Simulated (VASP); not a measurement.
# AlP (m.bgw) (F-43m) in VASP: single point with PBE

Aim: the single point of AlP (m.bgw) with PBE.

All numbers are computed with VASP 6.6.1; they aren't measurements. Logs are shortened: lines on timing, memory, paths and dates and some standing lists are left out, and cuts for length are marked.

## 1. The cell of the first run

The structure is cubic, space group F-43m (No. 216). Conventional cell: a = 5.507 Å, b = 5.507 Å, c = 5.507 Å, α = 90.00°, β = 90.00°, γ = 90.00°. Within 3.1 Å of Al (site symmetry -43m) lie 4 P at 2.38 Å. Within 3.1 Å of P (site symmetry -43m) lie 4 Al at 2.38 Å.

## 2. Single point, PBE

File INCAR:

```
ALGO = Normal
EDIFF = 1E-6
ENCUT = 500
GGA = PE
GGA_COMPAT = False
ISIF = 2
ISMEAR = 0
LASPH = True
LCHARG = False
LREAL = False
LWAVE = False
NBANDS = 11
NELM = 120
PREC = Accurate
SIGMA = 0.01
```

File KPOINTS:

```
k-points
0
Gamma
  4 4 4
```

File POSCAR:

```
AlP
1.0
    0.0000000000      2.7534771380      2.7534771380
    2.7534771380      0.0000000000      2.7534771380
    2.7534771380      2.7534771380      0.0000000000
Al P
1 1
Direct
    0.0000000000      0.0000000000      0.0000000000
    0.2500000000      0.2500000000      0.2500000000
```

Potentials or basis: VASP PAW PBE potentials, release 64 (Al, P).

Started as:

```bash
cat potpaw_PBE.64/Al/POTCAR potpaw_PBE.64/P/POTCAR > POTCAR
mpirun -np 1 vasp_std > vasp.out
```

OUTCAR:

```text
EDIFF = 1E-6
   ENCUT = 500
   GGA = PE
   ISIF = 2
   ISMEAR = 0
   LASPH = True
   LREAL = False
   NELM = 120
   PREC = Accurate

 ion  position               nearest neighbor table
   1  0.000  0.000  0.000-   2 2.38   2 2.38   2 2.38   2 2.38
   2  0.250  0.250  0.250-   1 2.38   1 2.38   1 2.38   1 2.38

  LATTYP: Found a face centered cubic cell.
 ALAT       =     5.5069542760

  Lattice vectors:

 A1 = (   0.0000000000,   2.7534771380,   2.7534771380)
 A2 = (   2.7534771380,   0.0000000000,   2.7534771380)
 A3 = (   2.7534771380,   2.7534771380,   0.0000000000)

Analysis of symmetry for initial positions (statically):
=====================================================================
 Subroutine PRICEL returns:
 Original cell was already a primitive cell.

 Routine SETGRP: Setting up the symmetry group for a
 face centered cubic supercell.

 Subroutine GETGRP returns: Found 24 space group operations
 (whereof 24 operations were pure point group operations)
 out of a pool of 48 trial point group operations.

The static configuration has the point symmetry T_d .

Analysis of symmetry for dynamics (positions and initial velocities):
=====================================================================
 Subroutine PRICEL returns:
 Original cell was already a primitive cell.

 Routine SETGRP: Setting up the symmetry group for a
 face centered cubic supercell.

 Subroutine GETGRP returns: Found 24 space group operations
 (whereof 24 operations were pure point group operations)
 out of a pool of 48 trial point group operations.

The dynamic configuration has the point symmetry T_d .

 Subroutine INISYM returns: Found 24 space group operations
 (whereof 24 operations are pure point group operations),
 and found     1 'primitive' translations

----------------------------------------------------------------------------------------

                                     Primitive cell

  volume of cell :      41.7517

  direct lattice vectors                    reciprocal lattice vectors
     0.000000000  2.753477138  2.753477138    -0.181588579  0.181588579  0.181588579
     2.753477138  0.000000000  2.753477138     0.181588579 -0.181588579  0.181588579
     2.753477138  2.753477138  0.000000000     0.181588579  0.181588579 -0.181588579

  length of vectors
     3.894004712  3.894004712  3.894004712     0.314520644  0.314520644  0.314520644

  position of ions in fractional coordinates (direct lattice)
     0.000000000  0.000000000  0.000000000
     0.250000000  0.250000000  0.250000000

  ion indices of the primitive-cell ions
   primitive index   ion index
                 1           1
                 2           2

----------------------------------------------------------------------------------------

 KPOINTS: k-points

Automatic generation of k-mesh.
 Grid dimensions read from file:
 generate k-points for:    4    4    4

 Generating k-lattice:

  Cartesian coordinates                     Fractional coordinates (reciprocal lattice)
    -0.045397145  0.045397145  0.045397145     0.250000000  0.000000000  0.000000000
     0.045397145 -0.045397145  0.045397145     0.000000000  0.250000000  0.000000000
     0.045397145  0.045397145 -0.045397145     0.000000000  0.000000000  0.250000000

  Length of vectors
     0.078630161  0.078630161  0.078630161

  Shift w.r.t. Gamma in fractional coordinates (k-lattice)
     0.000000000  0.000000000  0.000000000

 Subroutine IBZKPT returns following result:
 ===========================================

 Found      8 irreducible k-points:

 Following reciprocal coordinates:
            Coordinates               Weight
  0.000000  0.000000  0.000000      1.000000
  0.250000  0.000000  0.000000      8.000000
  0.500000  0.000000  0.000000      4.000000
  0.250000  0.250000  0.000000      6.000000
  0.500000  0.250000  0.000000     24.000000
 -0.250000  0.250000  0.000000     12.000000
  0.500000  0.500000  0.000000      3.000000
 -0.250000  0.500000  0.250000      6.000000
   k-points           NKPTS =      8   k-points in BZ     NKDIM =      8   number of bands    NBANDS=     11
   number of dos      NEDOS =    301   number of ions     NIONS =      2
   total plane-waves  NPLWV =  21952
   dimension x,y,z NGX =    28 NGY =   28 NGZ =   28
   dimension x,y,z NGXF=    56 NGYF=   56 NGZF=   56
   ions per type =               1   1
   NGX,Y,Z   is equivalent  to a cutoff of  11.95, 11.95, 11.95 a.u.
   NGXF,Y,Z  is equivalent  to a cutoff of  23.91, 23.91, 23.91 a.u.
 SYSTEM =  unknown system
   PREC   = accura    normal or accurate (medium, high low for compatibility)
   ISTART =      0    job   : 0-new  1-cont  2-samecut
   ICHARG =      2    charge: 1-file 2-atom 10-const
   ISPIN  =      1    spin polarized calculation?
   LNONCOLLINEAR =      F non collinear calculations
   LSORBIT =      F    spin-orbit coupling
   LASPH  =      T    aspherical Exc in radial PAW
   ENCUT  =  500.0 eV  36.75 Ry    6.06 a.u.   7.10  7.10  7.10*2*pi/ulx,y,z
   NELM   =    120;   NELMIN=  2; NELMDL= -5     # of ELM steps
   EDIFF  = 0.1E-05   stopping-criterion for ELM
   LREAL  =      F    real-space projection
   EDIFFG = 0.1E-04   stopping-criterion for IOM
   NSW    =      0    number of steps for IOM
   IBRION =     -1    ionic relax: 0-MD 1-quasi-New 2-CG
   NFREE  =      0    steps in history (QN), initial steepest desc. (CG)
   ISIF   =      2    stress and relaxation
   ISYM   =      2    0-nonsym 1-usesym 2-fastsym
   POTIM  = 0.5000    time-step for ionic-motion
   TEBEG  =    0.0;   TEEND  =   0.0 temperature during run
   PSTRESS=    0.0 pullay stress
   NELECT =       8.0000    total number of electrons
   NUPDOWN=      -1.0000    fix difference up-down
   EMIN   =  10.00;   EMAX   =-10.00  energy-range for DOS
   EFERMI =   0.00;   METHOD = LEGACY
   ISMEAR =     0;   SIGMA  =   0.01  broadening in eV -4-tet -1-fermi 0-gaus
   EFERMI_NEDOS =   21; number of points for ismear=-14 and -15
   IALGO  =     38    algorithm
   IMIX   =      4    mixing-type and parameters
     AMIX     =   0.40;   BMIX     =  1.00
     AMIX_MAG =   1.60;   BMIX_MAG =  1.00
  volume/ion in A,a.u.               =      20.88       140.88
  Fermi-wavevector in a.u.,A,eV,Ry     =   0.943800  1.783524 12.119507  0.890759
  Thomas-Fermi vector in A             =   2.071543
   LORBIT       =      0    0 simple, 1 ext, 2 COOP (PROOUT), +10 PAW based schemes
   GGA     = PE    functional components
   LHFCALC =     F    Hartree Fock is set to
   AEXX    =    0.0000 exact exchange contribution
   IVDW    =     0    specifies the selected vdW correction
   LEPSILON=     F    determine dielectric tensor
   LRPA    =     F    only Hartree local field effects (RPA)
 non-spin polarized calculation
 Gauss-broadening in eV      SIGMA  =   0.01
  energy-cutoff  :      500.00
  volume of cell :       41.75
 maximum number of plane-waves:      1068
   NGX = 15   NGY = 15   NGZ = 15

 number of electron       8.0000001 magnetization

 Free energy of the ion-electron system (eV)
  ---------------------------------------------------
  ext. energy  EPLUGINS =         0.00000000
  ---------------------------------------------------
  free energy    TOTEN  =       -10.28366957 eV

  energy without entropy =      -10.28366957  energy(sigma->0) =      -10.28366957

 E-fermi :   4.4596     XC(G=0):  -9.0922

 val. band max:        4.3861914842   @ k =   0.0000   0.0000   0.0000
 cond. band min:       5.9914439838   @ k =   0.5000   0.5000   0.0000
 fundamental gap:      1.6052524996
 Fermi energy:         4.4596131910

 k-point     1 :       0.0000    0.0000    0.0000
  band No.  band energies     occupation
      1      -6.9784      2.00000
      2       4.3862      2.00000
      3       4.3862      2.00000
      4       4.3862      2.00000
      5       7.4669      0.00000
      6       8.8863      0.00000
      7       8.8863      0.00000
      8       8.8863      0.00000
      9      13.1694      0.00000
     10      13.1694      0.00000
     11      14.4802      0.00000

 k-point     2 :       0.2500    0.0000    0.0000
  band No.  band energies     occupation
      1      -6.3394      2.00000
      2       1.2488      2.00000
      3       3.9508      2.00000
      4       3.9508      2.00000
      5       7.5926      0.00000
      6       9.4744      0.00000
      7       9.4744      0.00000
      8      11.1527      0.00000
      9      12.6606      0.00000
     10      12.6606      0.00000
     11      14.6404      0.00000

 k-point     3 :       0.5000    0.0000    0.0000
  band No.  band energies     occupation
      1      -5.3551      2.00000
      2      -1.0456      2.00000
      3       3.6342      2.00000
      4       3.6342      2.00000
      5       7.0883      0.00000
      6       9.1729      0.00000
      7       9.1729      0.00000
      8      12.5748      0.00000
      9      15.8198      0.00000
     10      15.8198      0.00000
     11      16.0082      0.00000

 k-point     4 :       0.2500    0.2500    0.0000
  band No.  band energies     occupation
      1      -6.1192      2.00000
      2       1.5040      2.00000
      3       3.1258      2.00000
      4       3.1258      2.00000
      5       7.2231      0.00000
      6       8.4216      0.00000
      7      11.3578      0.00000
      8      11.3578      0.00000
      9      12.1984      0.00000
     10      14.3280      0.00000
     11      17.8554      0.00000

 k-point     5 :       0.5000    0.2500    0.0000
  band No.  band energies     occupation
      1      -5.0983      2.00000
      2      -0.4506      2.00000
      3       1.7812      2.00000
      4       2.8697      2.00000
      5       7.1668      0.00000
      6       9.6305      0.00000
      7      11.1496      0.00000
      8      11.4273      0.00000
      9      15.0300      0.00000
     10      15.8722      0.00000
     11      17.5324      0.00000

 k-point     6 :      -0.2500    0.2500    0.0000
  band No.  band energies     occupation
      1      -5.4681      2.00000
      2       0.0912      2.00000
      3       1.6237      2.00000
      4       3.5592      2.00000
      5       8.1032      0.00000
      6      10.4061      0.00000
      7      10.5088      0.00000
      8      10.8464      0.00000
      9      11.9836      0.00000
     10      15.2825      0.00000
     11      17.4633      0.00000

 k-point     7 :       0.5000    0.5000    0.0000
  band No.  band energies     occupation
      1      -4.7140      2.00000
      2      -0.8531      2.00000
      3       2.3270      2.00000
      4       2.3270      2.00000
      5       5.9914      0.00000
      6       6.8401      0.00000
      7      15.2218      0.00000
      8      15.2218      0.00000
      9      16.1711      0.00000
     10      16.3628      0.00000
     11      16.3628      0.00000

 k-point     8 :      -0.2500    0.5000    0.2500
  band No.  band energies     occupation
      1      -4.6679      2.00000
      2      -0.4858      2.00000
      3       1.2996      2.00000
      4       1.6433      2.00000
      5       8.6943      0.00000
      6      10.1867      0.00000
      7      10.5024      0.00000
      8      10.6576      0.00000
      9      15.4540      0.00000
     10      16.1893      0.00000
     11      17.4916      0.00000

------------------------ aborting loop because EDIFF is reached ----------------------------------------

  FORCE on cell =-STRESS in cart. coord.  units (eV):
  Direction    XX          YY          ZZ          XY          YZ          ZX
  --------------------------------------------------------------------------------------
  -------------------------------------------------------------------------------------
  Total        0.0790337      0.0790337      0.0790337     -0.0000000     -0.0000000      0.0000000
  in kB        3.0328336      3.0328336      3.0328336     -0.0000000     -0.0000000      0.0000000
  external PRESSURE =       3.0328336 kB  Pullay stress =       0.0000000 kB

 VOLUME and BASIS-vectors are now :
 -----------------------------------------------------------------------------
  energy-cutoff  :      500.00
  volume of cell :       41.75
      direct lattice vectors                 reciprocal lattice vectors
     0.000000000  2.753477138  2.753477138    -0.181588579  0.181588579  0.181588579
     2.753477138  0.000000000  2.753477138     0.181588579 -0.181588579  0.181588579
     2.753477138  2.753477138  0.000000000     0.181588579  0.181588579 -0.181588579

 POSITION                                       TOTAL-FORCE (eV/Angst)
 -----------------------------------------------------------------------------------
      0.00000      0.00000      0.00000         0.000000      0.000000     -0.000000
      1.37674      1.37674      1.37674        -0.000000     -0.000000      0.000000
 -----------------------------------------------------------------------------------
    total drift:                               -0.000000     -0.000000      0.000000

  FREE ENERGIE OF THE ION-ELECTRON SYSTEM (eV)
  ---------------------------------------------------
  free  energy   TOTEN  =       -10.2836695748 eV

  energy  without entropy=      -10.2836695748  energy(sigma->0) =      -10.28366957
```

It took 8.2 s on 1 thread of Intel Xeon 8259CL, shared host; peak memory 0.14 GiB.

Results:

* Free energy: -10.2837 eV
* Pressure: 0.3 GPa
* Band gap on the k mesh: 1.61 eV, indirect (least direct gap 3.08 eV)

Levels at points of the mesh, in eV from the valence-band top:
```tsv
k point	band 1	band 2	band 3	band 4	band 5	band 6	band 7	band 8	band 9
(0.00, 0.00, 0.00)	-11.36	0.00	0.00	0.00	3.08	4.50	4.50	4.50	8.78
(0.50, 0.00, 0.00)	-9.74	-5.43	-0.75	-0.75	2.70	4.79	4.79	8.19	11.43
(0.50, 0.50, 0.00)	-9.10	-5.24	-2.06	-2.06	1.61	2.45	10.84	10.84	11.78
```

Caveat: the k points lie up to 0.49 Å⁻¹ apart.
